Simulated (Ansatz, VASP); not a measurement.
## BaRhO3: VASP beside Ansatz

Contents of INCAR:

```
SYSTEM = BaRhO3
PREC = Accurate
ENCUT = 700
EDIFF = 1E-6
ISMEAR = 0
SIGMA = 0.1
LREAL = .FALSE.
LASPH = .TRUE.
NELM = 120
ALGO = Normal
ISIF = 2
LWAVE = .FALSE.
LCHARG = .FALSE.
NBANDS = 30
GGA_COMPAT = .FALSE.
```

File KPOINTS:

```
regular mesh
0
G
  6 6 6
  0 0 0
```

POSCAR

```
BaRhO3
1.0
    4.0250440484      0.0000000000      0.0000000000
    0.0000000000      4.0250440484      0.0000000000
    0.0000000000      0.0000000000      4.0250440484
Ba Rh O
1 1 3
Direct
    0.0000000000      0.0000000000      0.0000000000
    0.5000000000      0.5000000000      0.5000000000
    0.5000000000      0.0000000000      0.5000000000
    0.0000000000      0.5000000000      0.5000000000
    0.5000000000      0.5000000000      0.0000000000
```

Input for Ansatz:

```yaml
crystal:
  lattice:
    - [4.025044048425924, 0.0, 0.0]
    - [0.0, 4.025044048425924, 0.0]
    - [0.0, 0.0, 4.025044048425924]
  atoms:
    - { symbol: Ba, position: [0.0, 0.0, 0.0] }
    - { symbol: Rh, position: [0.5, 0.5, 0.5] }
    - { symbol: O, position: [0.5, 0.0, 0.5] }
    - { symbol: O, position: [0.0, 0.5, 0.5] }
    - { symbol: O, position: [0.5, 0.5, 0.0] }
basis:
  ecutwfc: 500.0
kpoints:
  mp_grid:
    grid: [6, 6, 6]
hamiltonian:
  xc: lda
scf:
  occupations:
    method: gaussian
    width: 0.1
output:
  stress: true
```

Alike in both runs: task single point; functional LDA; k mesh 6 × 6 × 6; occupations gaussian, width 0.1 eV; no spin polarisation.

|  | VASP | Ansatz |
| --- | --- | --- |
| version | VASP 6.6.1 | Ansatz 0.2.0 |
| potentials or method | VASP PAW LDA potentials, release 64 (Ba_sv, Rh_sv_GW, O), cutoff 700 eV | plane waves, PAW |
| valence electrons in the cell | 45 | 45 |

VASP gave:

```
pressure (GPa) : -7.9
```

Task: Estimate Ansatz's values.

Result: Pressure (GPa): -9.6.

LDA's correlation is that of Perdew and Zunger in VASP and of Perdew and Wang (1992) in Ansatz.

Neither program's run includes spin-orbit coupling.
